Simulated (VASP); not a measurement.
# Si (C2/m) in VASP: further runs

The runs below take Si through single point, relaxation of cell and atoms, with PBE.

All numbers are computed with VASP 6.6.1; they aren't measurements. Logs are shortened: lines on timing, memory, paths and dates and some standing lists are left out, and cuts for length are marked.

### Step 1. The cell of the first run

Symmetry: C2/m, No. 12, monoclinic system. Conventional cell: a = 3.603 Å, b = 3.567 Å, c = 2.667 Å, α = 90.00°, β = 119.09°, γ = 90.00°. Si (site symmetry 2/m) has 12 Si at 2.54 to 3.28 Å within 3.3 Å.

The cell was built from a structure type or drawn by symmetry, and may not be a known phase.

### Step 2. Single point, PBE

INCAR

```
  ALGO = Normal
  EDIFF = 1E-6
  ENCUT = 520
  GGA = PE
  ISIF = 2
  ISMEAR = 0
  LASPH = T
  LCHARG = T
  LELF = T
  LREAL = F
  LVHAR = T
  LWAVE = F
  NBANDS = 8
  NELM = 60
  PREC = Accurate
  SIGMA = 0.1
```

KPOINTS

```
k-points
0
Gamma
  6 6 8
```

POSCAR

```
Si
1.0
    1.8015018378     -1.7836188589     -0.0057955011
    1.8015018378      1.7836188589     -0.0057955011
   -1.2889257111      0.0000000000      2.3343005664
Si
1
Direct
    0.0000000000      0.0000000000      0.5000000000
```

Potentials or basis: VASP PAW PBE potentials, release 64 (Si).

Started as:

```bash
> cat potpaw_PBE.64/Si/POTCAR > POTCAR
> mpirun -np 1 vasp_std > vasp.out
```

OUTCAR:

```text
EDIFF = 1E-6
   ENCUT = 520
   GGA = PE
   ISIF = 2
   ISMEAR = 0
   LASPH = T
   LREAL = F
   NELM = 60
   PREC = Accurate

 ion  position               nearest neighbor table
   1  0.000  0.000  0.500-

  LATTYP: Found a base centered monoclinic cell.
 ALAT       =     3.6030223199
 B/A-ratio  =     0.9900681709
 C/A-ratio  =     0.7400765826
 COS(beta)  =    -0.4861888193

  Lattice vectors:

 A1 = (   1.8015018378,  -1.7836188589,  -0.0057955011)
 A2 = (   1.8015018378,   1.7836188589,  -0.0057955011)
 A3 = (  -1.2889257111,   0.0000000000,   2.3343005664)

Analysis of symmetry for initial positions (statically):
=====================================================================
 Subroutine PRICEL returns:
 Original cell was already a primitive cell.

 Routine SETGRP: Setting up the symmetry group for a
 base centered monoclinic supercell.

 Subroutine GETGRP returns: Found  4 space group operations
 (whereof  4 operations were pure point group operations)
 out of a pool of  4 trial point group operations.

The static configuration has the point symmetry C_2h.

Analysis of symmetry for dynamics (positions and initial velocities):
=====================================================================
 Subroutine PRICEL returns:
 Original cell was already a primitive cell.

 Routine SETGRP: Setting up the symmetry group for a
 base centered monoclinic supercell.

 Subroutine GETGRP returns: Found  4 space group operations
 (whereof  4 operations were pure point group operations)
 out of a pool of  4 trial point group operations.

The dynamic configuration has the point symmetry C_2h.

 Subroutine INISYM returns: Found  4 space group operations
 (whereof  4 operations are pure point group operations),
 and found     1 'primitive' translations

----------------------------------------------------------------------------------------

                                     Primitive cell

  volume of cell :      14.9745

  direct lattice vectors                    reciprocal lattice vectors
     1.801501838 -1.783618859 -0.005795501     0.278040101 -0.280328949  0.153524803
     1.801501838  1.783618859 -0.005795501     0.278040101  0.280328949  0.153524803
    -1.288925711  0.000000000  2.334300566     0.001380612  0.000000000  0.429156177

  length of vectors
     2.535101318  2.535101318  2.666512446     0.423627764  0.423627764  0.429158397

  position of ions in fractional coordinates (direct lattice)
     0.000000000  0.000000000  0.500000000

  ion indices of the primitive-cell ions
   primitive index   ion index
                 1           1

----------------------------------------------------------------------------------------

 KPOINTS: k-points

Automatic generation of k-mesh.
 Grid dimensions read from file:
 generate k-points for:    6    6    8

 Generating k-lattice:

  Cartesian coordinates                     Fractional coordinates (reciprocal lattice)
     0.046340017 -0.046721491  0.025587467     0.166666667 -0.000000000  0.000000000
     0.046340017  0.046721491  0.025587467    -0.000000000  0.166666667  0.000000000
     0.000172577  0.000000000  0.053644522     0.000000000  0.000000000  0.125000000

  Length of vectors
     0.070604627  0.070604627  0.053644800

  Shift w.r.t. Gamma in fractional coordinates (k-lattice)
     0.000000000  0.000000000  0.000000000

 Subroutine IBZKPT returns following result:
 ===========================================

 Found     89 irreducible k-points:

 Following reciprocal coordinates:
            Coordinates               Weight
  0.000000  0.000000  0.000000      1.000000
  0.166667  0.000000 -0.000000      4.000000
  0.333333  0.000000 -0.000000      4.000000
  0.500000  0.000000 -0.000000      2.000000
  0.166667  0.166667  0.000000      2.000000
  0.333333  0.166667 -0.000000      4.000000
[... 16 lines left out ...]
 -0.333333  0.166667  0.125000      4.000000
 -0.166667  0.166667  0.125000      4.000000
 [... further k-points ...]
   k-points           NKPTS =     89   k-points in BZ     NKDIM =     89   number of bands    NBANDS=      8
   number of dos      NEDOS =    301   number of ions     NIONS =      1
   total plane-waves  NPLWV =   8000
   dimension x,y,z NGX =    20 NGY =   20 NGZ =   20
   dimension x,y,z NGXF=    40 NGYF=   40 NGZF=   40
   ions per type =               1
   NGX,Y,Z   is equivalent  to a cutoff of  13.12, 13.12, 12.47 a.u.
   NGXF,Y,Z  is equivalent  to a cutoff of  26.23, 26.23, 24.94 a.u.
 SYSTEM =  unknown system
   PREC   = accura    normal or accurate (medium, high low for compatibility)
   ISTART =      0    job   : 0-new  1-cont  2-samecut
   ICHARG =      2    charge: 1-file 2-atom 10-const
   ISPIN  =      1    spin polarized calculation?
   LNONCOLLINEAR =      F non collinear calculations
   LSORBIT =      F    spin-orbit coupling
   LASPH  =      T    aspherical Exc in radial PAW
   ENCUT  =  520.0 eV  38.22 Ry    6.18 a.u.   4.71  4.71  4.96*2*pi/ulx,y,z
   NELM   =     60;   NELMIN=  2; NELMDL= -5     # of ELM steps
   EDIFF  = 0.1E-05   stopping-criterion for ELM
   LREAL  =      F    real-space projection
   EDIFFG = 0.1E-04   stopping-criterion for IOM
   NSW    =      0    number of steps for IOM
   IBRION =     -1    ionic relax: 0-MD 1-quasi-New 2-CG
   NFREE  =      0    steps in history (QN), initial steepest desc. (CG)
   ISIF   =      2    stress and relaxation
   ISYM   =      2    0-nonsym 1-usesym 2-fastsym
   POTIM  = 0.5000    time-step for ionic-motion
   TEBEG  =    0.0;   TEEND  =   0.0 temperature during run
   PSTRESS=    0.0 pullay stress
   NELECT =       4.0000    total number of electrons
   NUPDOWN=      -1.0000    fix difference up-down
   EMIN   =  10.00;   EMAX   =-10.00  energy-range for DOS
   EFERMI =   0.00;   METHOD = LEGACY
   ISMEAR =     0;   SIGMA  =   0.10  broadening in eV -4-tet -1-fermi 0-gaus
   EFERMI_NEDOS =   21; number of points for ismear=-14 and -15
   IALGO  =     38    algorithm
   IMIX   =      4    mixing-type and parameters
     AMIX     =   0.40;   BMIX     =  1.00
     AMIX_MAG =   1.60;   BMIX_MAG =  1.00
  volume/ion in A,a.u.               =      14.97       101.05
  Fermi-wavevector in a.u.,A,eV,Ry     =   1.054333  1.992400 15.124475  1.111618
  Thomas-Fermi vector in A             =   2.189489
   LORBIT       =      0    0 simple, 1 ext, 2 COOP (PROOUT), +10 PAW based schemes
   GGA     = PE    functional components
   LHFCALC =     F    Hartree Fock is set to
   AEXX    =    0.0000 exact exchange contribution
   IVDW    =     0    specifies the selected vdW correction
   LEPSILON=     F    determine dielectric tensor
   LRPA    =     F    only Hartree local field effects (RPA)
 non-spin polarized calculation
 Gauss-broadening in eV      SIGMA  =   0.10
  energy-cutoff  :      520.00
  volume of cell :       14.97
 maximum number of plane-waves:       413
   NGX =  9   NGY =  9   NGZ =  9

 number of electron       4.0000000 magnetization

 Free energy of the ion-electron system (eV)
  ---------------------------------------------------
  ext. energy  EPLUGINS =         0.00000000
  ---------------------------------------------------
  free energy    TOTEN  =        -5.02091982 eV

  energy without entropy =       -5.01975518  energy(sigma->0) =       -5.02033750

 E-fermi :   9.6827     XC(G=0): -11.0218

 val. band max:        9.6510302527   @ k =  -0.3333   0.3333   0.3750
 cond. band min:      10.0074645489   @ k =   0.0000   0.0000   0.2500
 fundamental gap:      0.3564342962
 Fermi energy:         9.6826712298

 k-point     1 :       0.0000    0.0000    0.0000
  band No.  band energies     occupation
      1      -4.4858      2.00000
      2      18.0688      0.00000
      3      18.5198      0.00000
      4      19.4651      0.00000
      5      20.0333      0.00000
      6      20.5036      0.00000
      7      24.3185      0.00000
      8      25.8677      0.00000

 k-point     2 :       0.1667    0.0000   -0.0000
  band No.  band energies     occupation
      1      -3.7690      2.00000
      2      12.6619      0.00000
      3      17.7986      0.00000
      4      19.2281      0.00000
      5      20.9379      0.00000
      6      23.7761      0.00000
      7      24.7829      0.00000
      8      26.1518      0.00000

 k-point     3 :       0.3333    0.0000   -0.0000
  band No.  band energies     occupation
      1      -1.6458      2.00000
      2       6.8008      2.00000
      3      17.0424      0.00000
      4      19.1079      0.00000
      5      20.9160      0.00000
      6      24.7995      0.00000
      7      26.4120      0.00000
      8      27.3626      0.00000

 k-point     4 :       0.5000    0.0000   -0.0000
  band No.  band energies     occupation
      1       1.2521      2.00000
      2       2.6197      2.00000
      3      16.9273      0.00000
      4      18.4294      0.00000
      5      22.0686      0.00000
      6      23.7519      0.00000
      7      26.7672      0.00000
      8      28.8687      0.00000

 k-point     5 :       0.1667    0.1667    0.0000
  band No.  band energies     occupation
      1      -2.8807      2.00000
      2      11.8080      0.00000
      3      13.6163      0.00000
      4      16.2254      0.00000
      5      24.5044      0.00000
      6      25.2662      0.00000
      7      27.1755      0.00000
      8      27.6640      0.00000

 k-point     6 :       0.3333    0.1667   -0.0000
  band No.  band energies     occupation
      1      -0.5991      2.00000
      2       6.7877      2.00000
      3      13.9917      0.00000
      4      15.5148      0.00000
      5      22.4994      0.00000
      6      24.6631      0.00000
      7      26.9577      0.00000
      8      28.9339      0.00000

 k-point     7 :       0.5000    0.1667   -0.0000
  band No.  band energies     occupation
      1       1.7889      2.00000
      2       3.4535      2.00000
      3      15.8827      0.00000
      4      16.1812      0.00000
      5      20.7845      0.00000
      6      21.7810      0.00000
      7      24.1805      0.00000
      8      29.5681      0.00000
[... 133 lines left out ...]
 k-point    20 :       0.1667    0.1667    0.1250
  band No.  band energies     occupation
      1      -1.6917      2.00000
      2      10.7779      0.00000
      3      11.3555      0.00000
      4      12.6749      0.00000
      5      26.9644      0.00000
      6      27.5880      0.00000
      7      28.8599      0.00000
      8      29.5345      0.00000

 k-point    21 :       0.3333    0.1667    0.1250
  band No.  band energies     occupation
      1       0.9391      2.00000
      2       6.0761      2.00000
      3      10.9985      0.00000
      4      13.3855      0.00000
      5      23.9300      0.00000
      6      26.3950      0.00000
      7      28.0968      0.00000
      8      29.9875      0.00000

 k-point    22 :       0.5000    0.1667    0.1250
  band No.  band energies     occupation
      1       1.6237      2.00000
      2       5.1305      2.00000
      3      11.8999      0.00000
      4      15.8624      0.00000
      5      19.6166      0.00000
      6      24.4754      0.00000
      7      26.9363      0.00000
      8      27.7390      0.00000

 k-point    23 :      -0.3333    0.1667    0.1250
  band No.  band energies     occupation
      1      -1.2537      2.00000
      2      10.0530      0.00000
      3      13.8578      0.00000
      4      15.5917      0.00000
      5      19.9629      0.00000
      6      21.7923      0.00000
      7      24.9323      0.00000
      8      27.7923      0.00000

 k-point    24 :      -0.1667    0.1667    0.1250
  band No.  band energies     occupation
      1      -2.8163      2.00000
      2      12.1750      0.00000
      3      15.2950      0.00000
      4      16.9392      0.00000
      5      19.4854      0.00000
      6      24.2392      0.00000
      7      25.8955      0.00000
      8      26.7152      0.00000

 [... further k-points ...]

------------------------ aborting loop because EDIFF is reached ----------------------------------------

  FORCE on cell =-STRESS in cart. coord.  units (eV):
  Direction    XX          YY          ZZ          XY          YZ          ZX
  --------------------------------------------------------------------------------------
  -------------------------------------------------------------------------------------
  Total       -0.0076316      0.0018941     -0.0187432      0.0000000      0.0000000     -0.0035141
  in kB       -0.8165347      0.2026520     -2.0054112      0.0000000      0.0000000     -0.3759869
  external PRESSURE =      -0.8730980 kB  Pullay stress =       0.0000000 kB

 VOLUME and BASIS-vectors are now :
 -----------------------------------------------------------------------------
  energy-cutoff  :      520.00
  volume of cell :       14.97
      direct lattice vectors                 reciprocal lattice vectors
     1.801501838 -1.783618859 -0.005795501     0.278040101 -0.280328949  0.153524803
     1.801501838  1.783618859 -0.005795501     0.278040101  0.280328949  0.153524803
    -1.288925711  0.000000000  2.334300566     0.001380612  0.000000000  0.429156177

 POSITION                                       TOTAL-FORCE (eV/Angst)
 -----------------------------------------------------------------------------------
     -0.64446      0.00000      1.16715         0.000000      0.000000      0.000000
 -----------------------------------------------------------------------------------
    total drift:                               -0.000000     -0.000000      0.000000

  FREE ENERGIE OF THE ION-ELECTRON SYSTEM (eV)
  ---------------------------------------------------
  free  energy   TOTEN  =        -5.0209198199 eV

  energy  without entropy=       -5.0197551779  energy(sigma->0) =       -5.02033750
```

Run time: 4.7 s. Hardware: 1 thread of AMD EPYC 9R45 (Zen 5), shared host; peak memory 0.09 GiB.

What came out:

| Property | Result |
| --- | --- |
| Free energy | -5.0209 eV |
| Pressure | -0.1 GPa |
| Band gap on the k mesh | zero (bands 2 and 3 overlap by 11.91 eV) |

Stress tensor (GPa, compression positive):
```
-0.08  0.00 -0.04
 0.00  0.02  0.00
-0.04  0.00 -0.20
```

Caveat: the k points lie up to 0.44 Å⁻¹ apart, too coarse for converged energies and pressures of a metal.

### Step 3. Single point, PBE

This run uses another cell than the first one, of 18.56 Å³/atom.

INCAR

```
ALGO = Normal
EDIFF = 1E-7
ENCUT = 520
GGA = PE
ISIF = 2
ISMEAR = 0
LASPH = True
LCHARG = False
LREAL = False
LWAVE = False
NBANDS = 8
NELM = 80
PREC = Accurate
SIGMA = 0.1
```

KPOINTS is that of step 2.

POSCAR

```
Si
1.0
    1.8875234100     -2.0372729900      0.0000000000
    1.8875234100      2.0372729900      0.0000000000
   -1.3427065500      0.0000000000      2.4137923200
Si
1
Direct
    0.0000000000      0.0000000000      0.5000000000
```

Potentials or basis: VASP PAW PBE potentials, release 64 (Si).

Started as:

```bash
> cat potpaw_PBE.64/Si/POTCAR > POTCAR
> mpirun -np 1 vasp_std > vasp.out
```

It took 7.7 s on 1 thread of AMD EPYC 9R45 (Zen 5), shared host; peak memory 0.1 GiB.

Results (log left out):

* Free energy: -4.7853 eV
* Pressure: -12.2 GPa
* Band gap on the k mesh: zero (bands 2 and 3 overlap by 9.22 eV)

Stress tensor (GPa, compression positive):
```
-12.45   0.00   1.48
  0.00 -18.98   0.00
  1.48   0.00  -5.09
```

Levels at points of the mesh, in eV from the Fermi level:
| k point | band 1 | band 2 | band 3 | band 4 | band 5 | band 6 | band 7 |
| --- | --- | --- | --- | --- | --- | --- | --- |
| (0.00, 0.00, 0.00) | -12.24 | 6.61 | 7.86 | 8.57 | 9.50 | 10.12 | 13.50 |
| (0.50, 0.00, 0.00) | -7.85 | -5.61 | 6.66 | 8.78 | 8.90 | 11.31 | 16.45 |
| (0.50, 0.50, 0.00) | -4.16 | -3.79 | -0.22 | 3.13 | 6.45 | 8.64 | 18.19 |
| (0.00, 0.00, 0.50) | -6.91 | -5.32 | 5.19 | 5.82 | 6.66 | 9.04 | 20.07 |
| (0.50, 0.00, 0.50) | -5.47 | -4.80 | 2.14 | 5.20 | 8.53 | 12.03 | 12.91 |
| (0.50, 0.50, 0.50) | -2.56 | -1.79 | 0.51 | 2.17 | 4.07 | 4.27 | 15.10 |

Caveat: the k points lie up to 0.41 Å⁻¹ apart, too coarse for converged energies and pressures of a metal.

[end of part 1 of 2]
